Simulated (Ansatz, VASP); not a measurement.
**MgS in VASP and in Ansatz**

```
Mg S
1.0
     0.00000    2.83195    2.83195
     2.83195    0.00000    2.83195
     2.83195    2.83195    0.00000
Mg S
1 1
Cartesian
  0.0000 0.0000 0.0000
  1.4160 1.4160 1.4160
```

Alike in both runs: functional r2SCAN; k mesh 8 × 8 × 8; occupations gaussian, width 0.02 eV; no spin polarisation.

Ansatz relaxed the structure, and its values are those at the end. VASP's run is a single point on that final structure, the one shown.

```csv
,VASP,Ansatz
version,VASP 6.6.1,Ansatz 0.2.0
potentials or method,"VASP PAW PBE potentials, release 64 (Mg, S), cutoff 660 eV","scalar-relativistic, plane waves, PAW"
valence electrons in the cell,8,16
```

VASP gave:

| Property | Result |
| --- | --- |
| gap on the k mesh at the Fermi level (eV) | 4.12 |
| least direct gap on the mesh (eV) | 4.12 |
| pressure (GPa) | -0.3 |

Problem. What did Ansatz give for the same quantities?

Solution. gap on the k mesh at the Fermi level (eV): 4.14; least direct gap on the mesh (eV): 4.14; pressure (GPa): 0.0.

VASP's potentials were made for PBE, not for r2SCAN. VASP's potentials hold 8 valence electrons a cell and Ansatz's 16, so a difference there can come from the potentials and not from the codes.
